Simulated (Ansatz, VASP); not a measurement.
# C in VASP and in Ansatz

```
CELL_PARAMETERS angstrom
3.56028 0.00000 0.00000
0.00000 -3.56028 0.00000
0.00000 0.00000 -3.56028
ATOMIC_POSITIONS crystal
C 0.48703 0.01297 0.01297
C 0.00000 0.50000 0.00000
C 0.00000 0.00000 0.50000
C 0.50000 0.50000 0.50000
C 0.75000 0.75000 0.75000
C 0.25000 0.25000 0.75000
C 0.25000 0.75000 0.25000
C 0.75000 0.25000 0.25000
```

Alike in both runs: task single point; functional r2SCAN; k mesh 6 × 6 × 6; occupations gaussian, width 0.05 eV; no spin polarisation.

|  | VASP | Ansatz |
| --- | --- | --- |
| version | VASP 6.6.1 | Ansatz 0.2.0 |
| potentials or method | VASP PAW PBE potentials, release 64 (C_h), cutoff 910 eV | scalar-relativistic, plane waves, PAW |
| valence electrons in the cell | 32 | 32 |

Ansatz gave:

| Property | Result |
| --- | --- |
| gap on the k mesh at the Fermi level (eV) | 3.97 |
| least direct gap on the mesh (eV) | 4.12 |
| rms of the force components (eV/Å) | 0.770 |

Q: Estimate VASP's values.

A: gap on the k mesh at the Fermi level (eV): 3.97; least direct gap on the mesh (eV): 4.12; rms of the force components (eV/Å): 0.769.

VASP's potentials were made for PBE, not for r2SCAN. Atom by atom the forces differ by 0.002 eV/Å (rms over components). The functional is the same, so the differences come from potentials, cutoffs and numerics.

Noted on VASP's run: the cutoff is short for stress, so the pressure is rough.
